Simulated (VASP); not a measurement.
Input of a VASP 6.6.1 run:

File INCAR:

```
PREC     = Accurate       # precision mode
ENCUT    = 520            # plane-wave cutoff, eV
EDIFF    = 1E-6           # SCF threshold, eV
ISMEAR   = -1             # smearing method
SIGMA    = 0.1            # smearing width, eV
LREAL    = F              # projectors in reciprocal space
LASPH    = T              # aspherical terms in the spheres
NELM     = 100            # most SCF steps
ALGO     = Normal         # electronic algorithm
ISIF     = 2              # what is computed and relaxed
LWAVE    = F              # write WAVECAR
LCHARG   = T              # write CHGCAR
GGA      = CA             # functional
LELF     = T              # ELF
LVHAR    = T            
NBANDS   = 26             # bands
```

Contents of KPOINTS:

```
regular mesh
0
Gamma
  7 7 2
```

Contents of POSCAR:

```
Cs
1.0
    5.1378900149      0.0000000000      0.0000000000
   -2.5689450074      4.4495432748      0.0000000000
    0.0000000000      0.0000000000     16.8367071397
Cs
4
Direct
    0.0000000000      1.0000000000      0.0000000000
    0.0000000000      1.0000000000      0.5000000000
    0.3333333333      0.6666666667      0.2500000000
    0.6666666667      0.3333333333      0.7500000000
```

Potentials or basis: VASP PAW LDA potentials, release 64 (Cs_sv).

Launch:

```sh
$ cat potpaw_LDA.64/Cs_sv/POTCAR > POTCAR
$ mpirun -np 1 vasp_std > vasp.out
```

(1) Estimate the band gap on the k mesh.

(2) Predict the pressure.

Results:

(1) zero (band 18 reaches 1.26 eV, above the bottom of band 19 at -0.38 eV).

(2) 0.0 GPa.

Caveat: spin-orbit coupling is left out, which moves the levels of the heavy elements.
